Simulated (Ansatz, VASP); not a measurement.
**SiC2 in VASP and in Ansatz**

POSCAR

```
SiC2
1.0
    2.9375683921      0.0000000000      0.0000000000
   -1.4687841961      2.5440088529      0.0000000000
    0.0000000000      0.0000000000      7.2261035319
C Si
4 2
Direct
    0.0000000000      0.0000000000      0.8886544379
    0.6666666667      0.3333333333      0.5352853117
    0.3333333333      0.6666666667      0.4647146883
    0.0000000000      0.0000000000      0.1113455621
    0.3333333333      0.6666666667      0.2036870810
    0.6666666667      0.3333333333      0.7963129190
```

INCAR.step1

```
ALGO = Normal
EDIFF = 1E-5
ENCUT = 520
GGA = PE
ISIF = 2
ISMEAR = 0
LASPH = T
LCHARG = F
LREAL = F
LWAVE = T
NBANDS = 21
NELM = 80
PREC = Accurate
SIGMA = 0.01
```

File INCAR.step2:

```
AEXX = 0.25
ALGO = Normal
EDIFF = 1E-7
ENCUT = 520
GGA = PE
ISIF = 2
ISMEAR = 0
ISTART = 1
LASPH = T
LCHARG = F
LHFCALC = T
LREAL = F
LWAVE = F
NBANDS = 21
NELM = 80
PREC = Accurate
PRECFOCK = Fast
SIGMA = 0.01
```

File KPOINTS:

```
k-points
0
Gamma
  6 6 2
```

Input for Ansatz:

```yaml
crystal:
  lattice:
    - [2.9375683921, 0.0, 0.0]
    - [-1.4687841961, 2.5440088529, 0.0]
    - [0.0, 0.0, 7.2261035319]
  atoms:
    - { symbol: C, position: [0.0, 0.0, 0.8886544379] }
    - { symbol: C, position: [0.6666666667, 0.3333333333, 0.5352853117] }
    - { symbol: Si, position: [0.3333333333, 0.6666666667, 0.203687081] }
    - { symbol: Si, position: [0.6666666667, 0.3333333333, 0.796312919] }
    - { symbol: C, position: [0.3333333333, 0.6666666667, 0.4647146883] }
    - { symbol: C, position: [0.0, 0.0, 0.1113455621] }
kpoints:
  mp_grid: { grid: [6, 6, 2] }
  band_path:
    path:
      - [0.0, 0.0, 0.0]
      - [0.5, 0.0, 0.0]
      - [0.3333333333, 0.3333333333, 0.0]
      - [0.0, 0.0, 0.5]
      - [0.5, 0.0, 0.5]
      - [0.3333333333, 0.3333333333, 0.5]
      - [0.0, 0.325521, 0.338542]
    npoints: 1
hamiltonian:
  xc: pbe0
scf:
  occupations: { method: fixed }
  n_extra_bands: 5
output:
  forces: true
  stress: true
  eigenvalues: true
```

Alike in both runs: task single point; functional PBE0; k mesh 6 × 6 × 2; no spin polarisation.

|  | VASP | Ansatz |
| --- | --- | --- |
| version | VASP 6.6.1 | Ansatz 0.2.0 |
| potentials or method | VASP PAW PBE potentials, release 64 (C, Si) | plane waves, PAW |
| plane-wave cutoff (eV) | 520 | 420 |
| occupations | gaussian, width 0.01 eV | fixed |
| valence electrons in the cell | 24 | 24 |

VASP gave:

| Item | Value |
| --- | --- |
| gap on the k mesh at the Fermi level (eV) | 3.32 |
| pressure (GPa) | -3.1 |
| rms of the force components (eV/Å) | 0.117 |

**Question.** Which values does Ansatz return?

**Answer.** gap on the k mesh at the Fermi level (eV): 3.29; pressure (GPa): -2.7; rms of the force components (eV/Å): 0.132.

Ansatz's warnings: stress exchange threshold loose, stress scf threshold loose.

The k mesh is coarse, so the values compare programs but aren't converged.
